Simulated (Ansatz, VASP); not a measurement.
# TiC: VASP beside Ansatz

```xyz
2
Lattice="0.0000 2.1657 2.1657 2.1657 0.0000 2.1657 2.1657 2.1657 0.0000" Properties=species:S:1:pos:R:3 pbc="T T T"
Ti    0.0000    0.0000    0.0000
C     2.1657    2.1657    2.1657
```

Alike in both runs: functional PBEsol; k mesh 6 × 6 × 6; occupations fermi-dirac, width 0.05 eV; no spin polarisation.

```csv
,VASP,Ansatz
version,VASP 6.6.1,Ansatz 0.2.0
potentials or method,"VASP PAW PBE potentials, release 64 (Ti_sv, C)",Ansatz PAW
plane-wave cutoff (eV),520,420
valence electrons in the cell,16,16
task,single point,band structure
```

```tsv
	VASP	Ansatz	Ansatz less VASP
gap on the k mesh at the Fermi level (eV)	none	none	-
pressure (GPa)	-6.5	-6.7	-0.23
```

VASP's potentials were made for PBE, not for PBEsol. A gap of «none» marks a metal or a gap that the smearing closes.

The k mesh is coarse, so the values compare programs but aren't converged.
